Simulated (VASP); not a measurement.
A run of VASP 6.6.1 is set up as follows.

INCAR

```
ALGO = Normal
EDIFF = 1E-6
ENCUT = 520
GGA = CA
ISIF = 2
ISMEAR = -1
ISPIN = 2
LASPH = T
LCHARG = F
LMAXMIX = 4
LORBIT = 11
LREAL = F
LWAVE = F
MAGMOM = 0.465 0.465 0.465 0.185
NBANDS = 32
NELM = 150
NUPDOWN = 1.58
PREC = Accurate
SIGMA = 0.05
```

File KPOINTS:

```
k-points
0
Gamma
  9 9 9
```

File POSCAR:

```
Ni3Pt
1.0
    3.6245667900      0.0000000000      0.0000000000
    0.0000000000      3.6245667900      0.0000000000
    0.0000000000      0.0000000000      3.6245667900
Ni Pt
3 1
Direct
    0.5000000000      0.0000000000      0.5000000000
    0.0000000000      0.5000000000      0.5000000000
    0.5000000000      0.5000000000      0.0000000000
    0.0000000000      0.0000000000      0.0000000000
```

Potentials or basis: VASP PAW LDA potentials, release 64 (Ni, Pt).

Run with:

```sh
$ cat potpaw_LDA.64/Ni/POTCAR potpaw_LDA.64/Pt/POTCAR > POTCAR
$ mpirun -np 1 vasp_std > vasp.out
```

(1) Estimate the pressure.

## Answers

(1) -12.2 GPa.

Caveat: the cell stands under tension; the total moment is fixed, so each spin has its own Fermi level.
